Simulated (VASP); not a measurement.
# MnC3 (P4/mmm) in VASP: single point with PBE

Aim: the single point of MnC3 with PBE.

Program: VASP 6.6.1. These are calculated values, not measurements. Logs are shortened: lines on timing, memory, paths and dates and some standing lists are left out, and cuts for length are marked.

## Step 1: The cell of the first run

The structure is tetragonal, space group P4/mmm (No. 123). The conventional cell has a = 3.368 Å, b = 3.368 Å, c = 2.596 Å, α = 90.00°, β = 90.00°, γ = 90.00°. Within 2.8 Å of Mn (site symmetry 4/mmm) lie 12 C at 2.13 to 2.38 Å and 2 Mn at 2.60 Å. Within 2.8 Å of C (site symmetry 4/mmm) lie 10 C at 2.13 to 2.60 Å and 4 Mn at 2.38 Å. Within 2.8 Å of C (site symmetry mmm) lie 4 Mn at 2.13 Å and 10 C at 2.13 to 2.60 Å.

The cell was built from a structure type or drawn by symmetry, and may not be a known phase.

## Step 2: Single point, PBE, collinear spin, ferromagnetic start

File INCAR:

```
PREC     = Accurate       # precision mode
ENCUT    = 520            # plane-wave cutoff, eV
EDIFF    = 1E-6           # SCF threshold, eV
ISMEAR   = 0              # smearing method
SIGMA    = 0.1            # smearing width, eV
LREAL    = False          # projectors in reciprocal space
LASPH    = True           # aspherical terms in the spheres
NELM     = 150            # most SCF steps
ALGO     = Normal         # electronic algorithm
ISIF     = 2              # what is computed and relaxed
LWAVE    = False          # write WAVECAR
LCHARG   = False          # write CHGCAR
ISPIN    = 2              # spin polarisation
MAGMOM   = 4 0 0 0        # initial moments
LORBIT   = 11             # projections on sites
LMAXMIX  = 4              # l up to which the mixer works
GGA      = PE             # functional
NBANDS   = 24             # bands
```

File KPOINTS:

```
Automatic mesh
0
Gamma
  6 6 6
```

File POSCAR:

```
MnC3
1.0
    3.3683213888      0.0000000000      0.0000000000
    0.0000000000      3.3683213888      0.0000000000
    0.0000000000      0.0000000000      2.5961593504
Mn C
1 3
Direct
    0.0000000000      0.0000000000      0.0000000000
    0.5000000000      0.5000000000      0.0000000000
    0.5000000000      0.0000000000      0.5000000000
    0.0000000000      0.5000000000      0.5000000000
```

Potentials or basis: VASP PAW PBE potentials, release 64 (Mn_pv, C).

Command:

```console
> cat potpaw_PBE.64/Mn_pv/POTCAR potpaw_PBE.64/C/POTCAR > POTCAR
> mpirun -np 1 vasp_std > vasp.out
```

OUTCAR:

```text
PREC = Accurate
   ENCUT = 520
   EDIFF = 1E-6
   ISMEAR = 0
   LREAL = False
   LASPH = True
   NELM = 150
   ISIF = 2
   ISPIN = 2
   LORBIT = 11
   GGA = PE

 ion  position               nearest neighbor table
   1  0.000  0.000  0.000-   3 2.13   4 2.13   3 2.13   4 2.13   4 2.13   4 2.13   3 2.13   3 2.13
                             2 2.38   2 2.38   2 2.38   2 2.38
   2  0.500  0.500  0.000-   1 2.38   1 2.38   1 2.38   1 2.38
   3  0.500  0.000  0.500-   1 2.13   1 2.13   1 2.13   1 2.13
   4  0.000  0.500  0.500-   1 2.13   1 2.13   1 2.13   1 2.13

  LATTYP: Found a simple tetragonal cell.
 ALAT       =     3.3683213888
 C/A-ratio  =     0.7707576121

  Lattice vectors:

 A1 = (   3.3683213888,   0.0000000000,   0.0000000000)
 A2 = (   0.0000000000,   3.3683213888,   0.0000000000)
 A3 = (   0.0000000000,   0.0000000000,   2.5961593504)

Analysis of symmetry for initial positions (statically):
=====================================================================
 Subroutine PRICEL returns:
 Original cell was already a primitive cell.

 Routine SETGRP: Setting up the symmetry group for a
 simple tetragonal supercell.

 Subroutine GETGRP returns: Found 16 space group operations
 (whereof 16 operations were pure point group operations)
 out of a pool of 16 trial point group operations.

The static configuration has the point symmetry D_4h.

Analysis of symmetry for dynamics (positions and initial velocities):
=====================================================================
 Subroutine PRICEL returns:
 Original cell was already a primitive cell.

 Routine SETGRP: Setting up the symmetry group for a
 simple tetragonal supercell.

 Subroutine GETGRP returns: Found 16 space group operations
 (whereof 16 operations were pure point group operations)
 out of a pool of 16 trial point group operations.

The dynamic configuration has the point symmetry D_4h.

Analysis of structural, dynamic, and magnetic symmetry:
=====================================================================
 Subroutine PRICEL returns:
 Original cell was already a primitive cell.

 Routine SETGRP: Setting up the symmetry group for a
 simple tetragonal supercell.

 Subroutine GETGRP returns: Found 16 space group operations
 (whereof 16 operations were pure point group operations)
 out of a pool of 16 trial point group operations.

The overall configuration has the point symmetry D_4h.

 Subroutine INISYM returns: Found 16 space group operations
 (whereof 16 operations are pure point group operations),
 and found     1 'primitive' translations

----------------------------------------------------------------------------------------

                                     Primitive cell

  volume of cell :      29.4550

  direct lattice vectors                    reciprocal lattice vectors
     3.368321389  0.000000000  0.000000000     0.296883784  0.000000000  0.000000000
     0.000000000  3.368321389  0.000000000     0.000000000  0.296883784  0.000000000
     0.000000000  0.000000000  2.596159350     0.000000000  0.000000000  0.385184369

  length of vectors
     3.368321389  3.368321389  2.596159350     0.296883784  0.296883784  0.385184369

  position of ions in fractional coordinates (direct lattice)
     0.000000000  0.000000000  0.000000000
     0.500000000  0.500000000  0.000000000
     0.500000000  0.000000000  0.500000000
     0.000000000  0.500000000  0.500000000

  ion indices of the primitive-cell ions
   primitive index   ion index
                 1           1
                 2           2
                 3           3
                 4           4

----------------------------------------------------------------------------------------

 KPOINTS: Automatic mesh

Automatic generation of k-mesh.
 Grid dimensions read from file:
 generate k-points for:    6    6    6

 Generating k-lattice:

  Cartesian coordinates                     Fractional coordinates (reciprocal lattice)
     0.049480631  0.000000000  0.000000000     0.166666667  0.000000000  0.000000000
     0.000000000  0.049480631  0.000000000     0.000000000  0.166666667  0.000000000
     0.000000000  0.000000000  0.064197395     0.000000000  0.000000000  0.166666667

  Length of vectors
     0.049480631  0.049480631  0.064197395

  Shift w.r.t. Gamma in fractional coordinates (k-lattice)
     0.000000000  0.000000000  0.000000000

 Subroutine IBZKPT returns following result:
 ===========================================

 Found     40 irreducible k-points:

 Following reciprocal coordinates:
            Coordinates               Weight
  0.000000  0.000000  0.000000      1.000000
  0.166667  0.000000  0.000000      4.000000
  0.333333  0.000000  0.000000      4.000000
  0.500000  0.000000  0.000000      2.000000
  0.166667  0.166667  0.000000      4.000000
  0.333333  0.166667  0.000000      8.000000
[... 16 lines left out ...]
  0.333333  0.000000  0.333333      8.000000
  0.500000  0.000000  0.333333      4.000000
 [... further k-points ...]
   k-points           NKPTS =     40   k-points in BZ     NKDIM =     40   number of bands    NBANDS=     24
   number of dos      NEDOS =    301   number of ions     NIONS =      4
   total plane-waves  NPLWV =  15680
   dimension x,y,z NGX =    28 NGY =   28 NGZ =   20
   dimension x,y,z NGXF=    56 NGYF=   56 NGZF=   40
   ions per type =               1   3
   NGX,Y,Z   is equivalent  to a cutoff of  13.82, 13.82, 12.81 a.u.
   NGXF,Y,Z  is equivalent  to a cutoff of  27.64, 27.64, 25.61 a.u.
 SYSTEM =  unknown system
   PREC   = accura    normal or accurate (medium, high low for compatibility)
   ISTART =      0    job   : 0-new  1-cont  2-samecut
   ICHARG =      2    charge: 1-file 2-atom 10-const
   ISPIN  =      2    spin polarized calculation?
   LNONCOLLINEAR =      F non collinear calculations
   LSORBIT =      F    spin-orbit coupling
   LASPH  =      T    aspherical Exc in radial PAW
   ENCUT  =  520.0 eV  38.22 Ry    6.18 a.u.   6.26  6.26  4.83*2*pi/ulx,y,z
   NELM   =    150;   NELMIN=  2; NELMDL= -5     # of ELM steps
   EDIFF  = 0.1E-05   stopping-criterion for ELM
   LREAL  =      F    real-space projection
   EDIFFG = 0.1E-04   stopping-criterion for IOM
   NSW    =      0    number of steps for IOM
   IBRION =     -1    ionic relax: 0-MD 1-quasi-New 2-CG
   NFREE  =      0    steps in history (QN), initial steepest desc. (CG)
   ISIF   =      2    stress and relaxation
   ISYM   =      2    0-nonsym 1-usesym 2-fastsym
   POTIM  = 0.5000    time-step for ionic-motion
   TEBEG  =    0.0;   TEEND  =   0.0 temperature during run
   PSTRESS=    0.0 pullay stress
   NELECT =      25.0000    total number of electrons
   NUPDOWN=      -1.0000    fix difference up-down
   EMIN   =  10.00;   EMAX   =-10.00  energy-range for DOS
   EFERMI =   0.00;   METHOD = LEGACY
   ISMEAR =     0;   SIGMA  =   0.10  broadening in eV -4-tet -1-fermi 0-gaus
   EFERMI_NEDOS =   21; number of points for ismear=-14 and -15
   IALGO  =     38    algorithm
   IMIX   =      4    mixing-type and parameters
     AMIX     =   0.40;   BMIX     =  1.00
     AMIX_MAG =   1.60;   BMIX_MAG =  1.00
  volume/ion in A,a.u.               =       7.36        49.69
  Fermi-wavevector in a.u.,A,eV,Ry     =   1.550013  2.929100 32.688550  2.402541
  Thomas-Fermi vector in A             =   2.654737
   LORBIT       =     11    0 simple, 1 ext, 2 COOP (PROOUT), +10 PAW based schemes
   GGA     = PE    functional components
   LHFCALC =     F    Hartree Fock is set to
   AEXX    =    0.0000 exact exchange contribution
   IVDW    =     0    specifies the selected vdW correction
   LEPSILON=     F    determine dielectric tensor
   LRPA    =     F    only Hartree local field effects (RPA)
 spin polarized calculation
 Gauss-broadening in eV      SIGMA  =   0.10
  energy-cutoff  :      520.00
  volume of cell :       29.45
 maximum number of plane-waves:       816
 NGX is ok and might be reduce to    28
   NGX = 13   NGY = 13   NGZ =  9

 number of electron      24.9999979 magnetization       0.2412074

 Free energy of the ion-electron system (eV)
  ---------------------------------------------------
  ext. energy  EPLUGINS =         0.00000000
  ---------------------------------------------------
  free energy    TOTEN  =       -26.35479424 eV

  energy without entropy =      -26.34438318  energy(sigma->0) =      -26.34958871

 E-fermi :  10.0772     XC(G=0): -13.6235

 val. band max:       10.0722630813   @ k =   0.5000   0.1667   0.5000
 cond. band min:      10.0807252402   @ k =   0.5000   0.3333   0.5000
 fundamental gap:      0.0084621589
 Fermi energy:        10.0772454644

 spin component 1

 k-point     1 :       0.0000    0.0000    0.0000
  band No.  band energies     occupation
      1     -38.6767      1.00000
      2     -38.6767      1.00000
      3     -38.5398      1.00000
      4      -7.8219      1.00000
      5       0.3635      1.00000
      6       3.0341      1.00000
[... 16 lines left out ...]
     23      25.3952      0.00000
     24      29.1422      0.00000

 k-point     2 :       0.1667    0.0000    0.0000
  band No.  band energies     occupation
      1     -38.6823      1.00000
      2     -38.6762      1.00000
      3     -38.5394      1.00000
      4      -7.5128      1.00000
      5      -0.7562      1.00000
      6       2.6934      1.00000
[... 16 lines left out ...]
     23      25.8841      0.00000
     24      28.9315      0.00000
[... 565 lines left out ...]
     23      26.2040      0.00000
     24      28.8945      0.00000

 k-point    24 :       0.5000    0.0000    0.3333
  band No.  band energies     occupation
      1     -38.7454      1.00000
      2     -38.6728      1.00000
      3     -38.6498      1.00000
      4      -3.9949      1.00000
      5      -2.1381      1.00000
      6       1.1342      1.00000
[... 16 lines left out ...]
     23      26.7602      0.00000
     24      29.0783      0.00000

 [... further k-points ...]

 spin component 2

 k-point     1 :       0.0000    0.0000    0.0000
  band No.  band energies     occupation
      1     -38.3279      1.00000
      2     -38.3279      1.00000
      3     -38.3064      1.00000
      4      -7.8302      1.00000
      5       0.3522      1.00000
      6       3.0226      1.00000
[... 16 lines left out ...]
     23      25.4827      0.00000
     24      29.1331      0.00000

 k-point     2 :       0.1667    0.0000    0.0000
  band No.  band energies     occupation
      1     -38.3336      1.00000
      2     -38.3274      1.00000
      3     -38.3059      1.00000
      4      -7.5210      1.00000
      5      -0.7708      1.00000
      6       2.7022      1.00000
[... 16 lines left out ...]
     23      25.9528      0.00000
     24      28.9311      0.00000
[... 565 lines left out ...]
     23      26.2577      0.00000
     24      28.9410      0.00000

 k-point    24 :       0.5000    0.0000    0.3333
  band No.  band energies     occupation
      1     -38.5144      1.00000
      2     -38.3241      1.00000
      3     -38.3004      1.00000
      4      -3.9996      1.00000
      5      -2.1588      1.00000
      6       1.1449      1.00000
[... 16 lines left out ...]
     23      26.7986      0.00000
     24      29.1373      0.00000

 [... further k-points ...]

------------------------ aborting loop because EDIFF is reached ----------------------------------------

  FORCE on cell =-STRESS in cart. coord.  units (eV):
  Direction    XX          YY          ZZ          XY          YZ          ZX
  --------------------------------------------------------------------------------------
  -------------------------------------------------------------------------------------
  Total       -0.1449364     -0.1449364     -0.3961995      0.0000000     -0.0000000      0.0000000
  in kB       -7.8836936     -7.8836936    -21.5509352      0.0000000     -0.0000000      0.0000000
  external PRESSURE =     -12.4394408 kB  Pullay stress =       0.0000000 kB

 VOLUME and BASIS-vectors are now :
 -----------------------------------------------------------------------------
  energy-cutoff  :      520.00
  volume of cell :       29.45
      direct lattice vectors                 reciprocal lattice vectors
     3.368321389  0.000000000  0.000000000     0.296883784  0.000000000  0.000000000
     0.000000000  3.368321389  0.000000000     0.000000000  0.296883784  0.000000000
     0.000000000  0.000000000  2.596159350     0.000000000  0.000000000  0.385184369

 POSITION                                       TOTAL-FORCE (eV/Angst)
 -----------------------------------------------------------------------------------
      0.00000      0.00000      0.00000         0.000000      0.000000      0.000000
      1.68416      1.68416      0.00000         0.000000      0.000000      0.000000
      1.68416      0.00000      1.29808         0.000000      0.000000      0.000000
      0.00000      1.68416      1.29808         0.000000      0.000000      0.000000
 -----------------------------------------------------------------------------------
    total drift:                               -0.000000     -0.000000      0.000000

  FREE ENERGIE OF THE ION-ELECTRON SYSTEM (eV)
  ---------------------------------------------------
  free  energy   TOTEN  =       -26.3547942443 eV

  energy  without entropy=      -26.3443831838  energy(sigma->0) =      -26.34958871

 total charge

# of ion       s       p       d       tot
------------------------------------------
    1        0.312   6.387   5.284  11.983
    2        0.990   1.140   0.000   2.130
    3        0.977   1.226   0.000   2.203
    4        0.977   1.226   0.000   2.203
--------------------------------------------------
tot          3.257   9.979   5.284  18.520

 magnetization (x)

# of ion       s       p       d       tot
------------------------------------------
    1        0.001   0.002   0.285   0.289
    2        0.013  -0.006   0.000   0.008
    3       -0.003  -0.015   0.000  -0.018
    4       -0.003  -0.015   0.000  -0.018
--------------------------------------------------
tot          0.009  -0.033   0.285   0.261
```

It took 78 s on 1 thread of AMD EPYC 9R45 (Zen 5), shared host; peak memory 0.15 GiB.

Results:

| Property | Result |
| --- | --- |
| Free energy | -26.3548 eV |
| Pressure | -1.2 GPa |
| Net moment | 0.24 μB per cell |
| Site moments | Mn +0.29; C +0.01, -0.02 (each value once) μB |
| Valence electrons inside the program's atomic spheres | Mn 11.98; C 2.13, 2.20 (each value once) |

Stress tensor (GPa, compression positive):
```
-0.79  0.00  0.00
 0.00 -0.79  0.00
 0.00  0.00 -2.16
```

Levels at points of the mesh, in eV from the Fermi level:
Spin up:
```
           k point  band 9  band 10  band 11  band 12  band 13  band 14  band 15  band 16  band 17  band 18
(0.00, 0.00, 0.00)   -2.35    -1.67    -1.33    -0.79    -0.79     0.46     0.46     1.38     2.56     5.87
(0.50, 0.00, 0.00)   -3.29    -2.60    -2.30    -0.75     0.76     1.05     1.68     2.55     2.95     3.83
(0.50, 0.50, 0.00)   -2.61    -2.39    -1.48    -0.32     1.41     2.74     2.74     2.94     3.29     4.15
(0.00, 0.00, 0.50)   -5.82    -1.55    -1.55    -1.23    -0.16     0.05     0.71     0.71     1.39     3.65
(0.50, 0.00, 0.50)   -3.70    -3.14    -1.15    -1.00    -0.69    -0.40     1.06     1.09     2.29     4.86
(0.50, 0.50, 0.50)   -7.29    -5.83    -0.90    -0.24     0.04     0.95     0.95     3.48     4.17     5.78
```
Spin down:
```csv
k point,band 8,band 9,band 10,band 11,band 12,band 13,band 14,band 15,band 16,band 17
"(0.00, 0.00, 0.00)",-6.02,-2.36,-1.25,-1.19,-0.53,-0.53,0.42,0.42,1.55,2.51
"(0.50, 0.00, 0.00)",-5.09,-3.19,-2.63,-2.15,-0.49,1.01,1.15,1.82,2.53,3.06
"(0.50, 0.50, 0.00)",-2.47,-2.47,-2.26,-1.29,0.12,1.45,2.72,2.72,2.93,3.26
"(0.00, 0.00, 0.50)",-6.08,-5.77,-1.55,-1.55,-0.79,-0.06,0.08,0.75,0.75,1.53
"(0.50, 0.00, 0.50)",-5.39,-3.50,-3.10,-1.17,-0.82,-0.71,-0.45,1.26,1.28,2.57
"(0.50, 0.50, 0.50)",-7.30,-7.30,-5.86,-0.70,-0.02,0.48,1.17,1.17,3.41,4.14
```

Caveat: the k points lie up to 0.40 Å⁻¹ apart.
